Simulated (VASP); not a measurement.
LiH17O9, 27 atoms in the cell. The cell holds a disordered packing, 27 atoms: a = 6.573 Å, b = 6.573 Å, c = 6.573 Å, α = 90.00°, β = 90.00°, γ = 90.00°. 

* Program: VASP 6.6.1
* Task: single point
* Functional: r2SCAN
* Dispersion: D3(BJ)
* Potentials or basis: VASP PAW PBE potentials, release 64 (O, H, Li_sv)
* Cutoff: 720 eV
* k mesh: 1 × 1 × 1
* Occupations: fermi-dirac, width 0.05 eV
* Spin: no spin polarisation
* Dipole correction: no
* Further INCAR settings: ALGO = Normal; EDIFF = 1e-06; NBANDS = 56

Potentials or basis: VASP PAW PBE potentials, release 64 (O, H, Li_sv).

Command:

```sh
$ cat potpaw_PBE.64/O/POTCAR potpaw_PBE.64/H/POTCAR potpaw_PBE.64/Li_sv/POTCAR > POTCAR
$ cp INCAR.step1 INCAR
$ mpirun -np 1 vasp_gam > vasp.out
$ cp INCAR.step2 INCAR
$ mpirun -np 1 vasp_gam > vasp.out
```

Hardware: 1 thread of Intel(R) Xeon(R) Platinum 8259CL CPU @ 2.50GHz (Skylake/Cascade Lake), on a shared host.

Estimate the wall time of this run.

Run time: 3 min on 1 thread of Intel(R) Xeon(R) Platinum 8259CL CPU @ 2.50GHz (Skylake/Cascade Lake), with other jobs on the host, peak memory 0.52 GiB. Counts: k points 1.
